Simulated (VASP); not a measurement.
# Nb (Im-3m) in VASP: further runs

Aim: see how the results for Nb move with the level of theory and the settings. Levels: PBEsol+D3(BJ), PBE+D4. Tasks: relaxation of cell and atoms.

Program: VASP 6.6.1. These are calculated values, not measurements. Logs are shortened: lines on timing, memory, paths and dates and some standing lists are left out, and cuts for length are marked.

### 1 The cell of the first run

The structure is cubic, space group Im-3m (No. 229). The conventional cell has a = 3.328 Å, b = 3.328 Å, c = 3.328 Å, α = 90.00°, β = 90.00°, γ = 90.00°. Nb (site symmetry m-3m) has 14 Nb at 2.88 to 3.33 Å within 3.8 Å.

### 2 Relaxation of cell and atoms, PBEsol+D3(BJ)

INCAR reads:

```
SYSTEM = Nb
PREC = Accurate
ENCUT = 500
EDIFF = 1E-7
ISMEAR = -1
SIGMA = 0.05
LREAL = .FALSE.
LASPH = .TRUE.
NELM = 120
ALGO = Normal
ISIF = 3
LWAVE = .FALSE.
LCHARG = .FALSE.
GGA = PS
IVDW = 12
IBRION = 2
NSW = 80
EDIFFG = -0.005
GGA_COMPAT = .FALSE.
NELMIN = 4
```

KPOINTS reads:

```
regular mesh
0
G
  11 11 11
  0 0 0
```

POSCAR reads:

```
Nb
1.0
   -1.6639500000      1.6639500000      1.6639500000
    1.6639500000     -1.6639500000      1.6639500000
    1.6639500000      1.6639500000     -1.6639500000
Nb
1
Direct
    0.0000000000      0.0000000000      0.0000000000
```

Potentials or basis: VASP PAW PBE potentials, release 64 (Nb_sv).

Command:

```sh
cat potpaw_PBE.64/Nb_sv/POTCAR > POTCAR
mpirun -np 1 vasp_std > vasp.out
```

OUTCAR:

```text
SYSTEM = Nb
   PREC = Accurate
   ENCUT = 500
   EDIFF = 1E-7
   ISMEAR = -1
   LREAL = .FALSE.
   LASPH = .TRUE.
   NELM = 120
   ISIF = 3
   GGA = PS
   IVDW = 12
   IBRION = 2
   NSW = 80
   EDIFFG = -0.005
   NELMIN = 4
 IVDW          = 12

 ion  position               nearest neighbor table
   1  0.000  0.000  0.000-

  LATTYP: Found a body centered cubic cell.
 ALAT       =     3.3279000000

  Lattice vectors:

 A1 = (  -1.6639500000,   1.6639500000,   1.6639500000)
 A2 = (   1.6639500000,  -1.6639500000,   1.6639500000)
 A3 = (   1.6639500000,   1.6639500000,  -1.6639500000)

Analysis of symmetry for initial positions (statically):
=====================================================================
 Subroutine PRICEL returns:
 Original cell was already a primitive cell.

 Routine SETGRP: Setting up the symmetry group for a
 body centered cubic supercell.

 Subroutine GETGRP returns: Found 48 space group operations
 (whereof 48 operations were pure point group operations)
 out of a pool of 48 trial point group operations.

The static configuration has the point symmetry O_h .

Analysis of symmetry for dynamics (positions and initial velocities):
=====================================================================
 Subroutine PRICEL returns:
 Original cell was already a primitive cell.

 Routine SETGRP: Setting up the symmetry group for a
 body centered cubic supercell.

 Subroutine GETGRP returns: Found 48 space group operations
 (whereof 48 operations were pure point group operations)
 out of a pool of 48 trial point group operations.

The dynamic configuration has the point symmetry O_h .

 Subroutine INISYM returns: Found 48 space group operations
 (whereof 48 operations are pure point group operations),
 and found     1 'primitive' translations

----------------------------------------------------------------------------------------

                                     Primitive cell

  volume of cell :      18.4281

  direct lattice vectors                    reciprocal lattice vectors
    -1.663950000  1.663950000  1.663950000     0.000000000  0.300489798  0.300489798
     1.663950000 -1.663950000  1.663950000     0.300489798  0.000000000  0.300489798
     1.663950000  1.663950000 -1.663950000     0.300489798  0.300489798  0.000000000

  length of vectors
     2.882045941  2.882045941  2.882045941     0.424956748  0.424956748  0.424956748

  position of ions in fractional coordinates (direct lattice)
     0.000000000  0.000000000  0.000000000

  ion indices of the primitive-cell ions
   primitive index   ion index
                 1           1

----------------------------------------------------------------------------------------
[... 66 lines left out ...]
   LSORBIT =      F    spin-orbit coupling
   LASPH  =      T    aspherical Exc in radial PAW
   ENCUT  =  500.0 eV  36.75 Ry    6.06 a.u.   5.25  5.25  5.25*2*pi/ulx,y,z
   NELM   =    120;   NELMIN=  4; NELMDL= -5     # of ELM steps
   EDIFF  = 0.1E-06   stopping-criterion for ELM
   LREAL  =      F    real-space projection
   EDIFFG = -.5E-02   stopping-criterion for IOM
   NSW    =     80    number of steps for IOM
   IBRION =      2    ionic relax: 0-MD 1-quasi-New 2-CG
   NFREE  =      1    steps in history (QN), initial steepest desc. (CG)
   ISIF   =      3    stress and relaxation
   ISYM   =      2    0-nonsym 1-usesym 2-fastsym
   POTIM  = 0.5000    time-step for ionic-motion
   TEBEG  =    0.0;   TEEND  =   0.0 temperature during run
   PSTRESS=    0.0 pullay stress
   NELECT =      13.0000    total number of electrons
   NUPDOWN=      -1.0000    fix difference up-down
   EMIN   =  10.00;   EMAX   =-10.00  energy-range for DOS
   EFERMI =   0.00;   METHOD = LEGACY
   ISMEAR =    -1;   SIGMA  =   0.05  broadening in eV -4-tet -1-fermi 0-gaus
   EFERMI_NEDOS =   21; number of points for ismear=-14 and -15
   IALGO  =     38    algorithm
   IMIX   =      4    mixing-type and parameters
     AMIX     =   0.40;   BMIX     =  1.00
     AMIX_MAG =   1.60;   BMIX_MAG =  1.00
  volume/ion in A,a.u.               =      18.43       124.36
  Fermi-wavevector in a.u.,A,eV,Ry     =   1.457345  2.753983 28.896790  2.123854
  Thomas-Fermi vector in A             =   2.574157
   LORBIT       =      0    0 simple, 1 ext, 2 COOP (PROOUT), +10 PAW based schemes
   GGA     = PS    functional components
   LHFCALC =     F    Hartree Fock is set to
   AEXX    =    0.0000 exact exchange contribution
   IVDW    =    12    specifies the selected vdW correction
   LEPSILON=     F    determine dielectric tensor
   LRPA    =     F    only Hartree local field effects (RPA)
 conjugate gradient relaxation of ions
 non-spin polarized calculation
  energy-cutoff  :      500.00
  volume of cell :       18.43
 maximum number of plane-waves:       478
 NGX is ok and might be reduce to    24
   NGX = 11   NGY = 11   NGZ = 11

--------------------------------------- Ionic step        1  -------------------------------------------

 number of electron      12.9999999 magnetization

 Free energy of the ion-electron system (eV)
  ---------------------------------------------------
  ext. energy  EPLUGINS =         0.00000000
  ---------------------------------------------------
  free energy    TOTEN  =       -10.92678570 eV

  energy without entropy =      -10.91230089  energy(sigma->0) =      -10.91954330

------------------------ aborting loop because EDIFF is reached ----------------------------------------

 Edisp (eV)   -0.73508

 E8    (eV) :    -0.5224
[... 225 lines left out ...]
--------------------------------------- Ionic step        7  -------------------------------------------

 number of electron      13.0000000 magnetization

 Free energy of the ion-electron system (eV)
  ---------------------------------------------------
  ext. energy  EPLUGINS =         0.00000000
  ---------------------------------------------------
  free energy    TOTEN  =       -10.93338611 eV

  energy without entropy =      -10.91765261  energy(sigma->0) =      -10.92551936

 E-fermi :  11.9398     XC(G=0): -12.9717

 val. band max:       11.9380316918   @ k =   0.2727   0.0000   0.0000
 cond. band min:      11.9695368811   @ k =   0.2727   0.0909   0.0909
 fundamental gap:      0.0315051893
 Fermi energy:        11.9397866228

 k-point     1 :       0.0000    0.0000    0.0000
  band No.  band energies     occupation
      1     -42.2213      2.00000
      2     -17.3791      2.00000
      3     -17.3791      2.00000
      4     -17.3791      2.00000
      5       5.8958      2.00000
      6      12.3194      0.00101
      7      12.3194      0.00101
      8      12.3194      0.00101
      9      15.4513      0.00000
     10      15.4513      0.00000
[... 287 lines left out ...]
 k-point    24 :       0.3636    0.1818    0.0909
  band No.  band energies     occupation
      1     -41.8821      2.00000
      2     -18.7647      2.00000
      3     -18.1413      2.00000
      4     -17.6635      2.00000
      5       9.4024      2.00000
      6      10.2630      2.00000
      7      12.4436      0.00008
      8      15.9192      0.00000
      9      16.3731      0.00000
     10      21.7574      0.00000

 [... further k-points ...]

------------------------ aborting loop because EDIFF is reached ----------------------------------------

 Edisp (eV)   -0.80351

 E8    (eV) :    -0.5709
[... 24 lines left out ...]
  FREE ENERGIE OF THE ION-ELECTRON SYSTEM (eV)
  ---------------------------------------------------
  free  energy   TOTEN  =       -11.7368946719 eV

  energy  without entropy=      -11.7211611802  energy(sigma->0) =      -11.72902793

 reached required accuracy - stopping structural energy minimisation
```

OSZICAR:

```text
N       E                     dE             d eps       ncg     rms          rms(c)
DAV:   1     0.112713029214E+03    0.11271E+03   -0.72570E+03  1120   0.125E+03
DAV:   2    -0.632936255702E+01   -0.11904E+03   -0.11656E+03  1198   0.437E+02
DAV:   3    -0.111866200568E+02   -0.48573E+01   -0.45180E+01  1648   0.738E+01
[... 74 lines left out ...]
DAV:   4    -0.109333698234E+02   -0.15957E-04   -0.15641E-05  1396   0.425E-02    0.189E-02
DAV:   5    -0.109333854779E+02   -0.15655E-04   -0.38797E-05  1836   0.456E-02    0.807E-03
DAV:   6    -0.109333858683E+02   -0.39031E-06   -0.69183E-07  1194   0.121E-02    0.253E-03
DAV:   7    -0.109333860702E+02   -0.20192E-06   -0.10680E-07   698   0.499E-03    0.186E-04
DAV:   8    -0.109333861058E+02   -0.35615E-07   -0.23309E-08   586   0.301E-03
   7 F= -.11736895E+02 E0= -.11729028E+02  d E =-.175401E-04
```

Wall time 41 s (1 thread of Intel Xeon Platinum 8488C (Sapphire Rapids), shared host); peak memory 0.16 GiB.

What came out:

- Free energy: -11.7369 eV
- Relaxed volume: 16.87 Å³/atom
- Relaxed cell: a = 2.799 Å, b = 2.799 Å, c = 2.799 Å, α = 109.47°, β = 109.47°, γ = 109.47°
- Space group after relaxing (to 0.1 Å): Im-3m (No. 229)
- Energy gained by relaxing: 75.0 meV/atom
- Ionic steps: 7
- Pressure after relaxing: 0.0 GPa
- Band gap on the k mesh: zero (an odd number of electrons rules out a gap without spin polarisation)
- Dispersion energy per atom: -0.804 eV

Step by step:
| step | energy change (eV) | largest force (eV/Å) | pressure (GPa) | volume (Å³) |
| --- | --- | --- | --- | --- |
| 1 | 0.0000 | 0.0000 | -14.60 | 18.43 |
| 2 | 0.2105 | 0.0000 | 40.23 | 14.30 |
| 3 | -0.0749 | 0.0000 | -0.73 | 16.94 |
| 4 | -0.0750 | 0.0000 | -0.08 | 16.88 |
| 5 | -0.0750 | 0.0000 | 0.26 | 16.85 |
| 6 | -0.0750 | 0.0000 | -0.39 | 16.91 |
| 7 | -0.0750 | 0.0000 | 0.01 | 16.87 |

Final structure:
```
Nb
1.0
    -1.61579    1.61579    1.61579
     1.61579   -1.61579    1.61579
     1.61579    1.61579   -1.61579
Nb
1
Direct
  0.00000 0.00000 0.00000
```

Levels at points of the mesh, in eV from the Fermi level:
```tsv
k point	band 3	band 4	band 5	band 6	band 7	band 8	band 9	band 10
(0.00, 0.00, 0.00)	-29.32	-29.32	-6.04	0.38	0.38	0.38	3.51	3.51
```

Caveat: the PAW data sets were made with another functional, which shifts forces and pressure a little.

### 3 Relaxation of cell and atoms, PBE+D4

INCAR reads:

```
ALGO = Normal
EDIFF = 1E-7
EDIFFG = -0.02
ENCUT = 500
GGA = PE
GGA_COMPAT = False
IBRION = 2
ISIF = 3
ISMEAR = -1
IVDW = 13
LASPH = True
LCHARG = False
LREAL = False
LWAVE = False
NELM = 120
NELMIN = 4
NSW = 80
PREC = Accurate
SIGMA = 0.05
```

KPOINTS reads:

```
k-points
0
Gamma
  11 11 11
```

POSCAR is that of step 2.

Potentials or basis: VASP PAW PBE potentials, release 64 (Nb_sv).

Command:

```sh
cat potpaw_PBE.64/Nb_sv/POTCAR > POTCAR
mpirun -np 1 vasp_std > vasp.out
```

Run time: 22 s. Hardware: 1 thread of Intel Xeon Platinum 8488C (Sapphire Rapids), shared host; peak memory 0.15 GiB.

The run converged. Its results:

| Property | Result |
| --- | --- |
| Free energy | -10.5491 eV |
| Relaxed volume | 17.88 Å³/atom |
| Relaxed cell | a = 2.853 Å, b = 2.853 Å, c = 2.853 Å, α = 109.47°, β = 109.47°, γ = 109.47° |
| Space group after relaxing (to 0.1 Å) | Im-3m (No. 229) |
| Energy gained by relaxing | 9.1 meV/atom |
| Ionic steps | 3 |
| Pressure after relaxing | -0.1 GPa |
| Band gap on the k mesh | zero (an odd number of electrons rules out a gap without spin polarisation) |
| Dispersion energy per atom | -0.336 eV |

The path:
| step | energy change (eV) | largest force (eV/Å) | pressure (GPa) | volume (Å³) |
| --- | --- | --- | --- | --- |
| 1 | 0.0000 | 0.0000 | -5.14 | 18.43 |
| 2 | 0.0227 | 0.0000 | 10.81 | 16.89 |
| 3 | -0.0091 | 0.0000 | -0.09 | 17.88 |

Final structure:
```
Nb
1.0
    -1.64738    1.64738    1.64738
     1.64738   -1.64738    1.64738
     1.64738    1.64738   -1.64738
Nb
1
Direct
  0.00000 0.00000 0.00000
```

Levels at points of the mesh, in eV from the Fermi level:
| k point | band 3 | band 4 | band 5 | band 6 | band 7 | band 8 | band 9 | band 10 |
| --- | --- | --- | --- | --- | --- | --- | --- | --- |
| (0.00, 0.00, 0.00) | -29.61 | -29.61 | -5.92 | 0.40 | 0.40 | 0.40 | 3.34 | 3.34 |
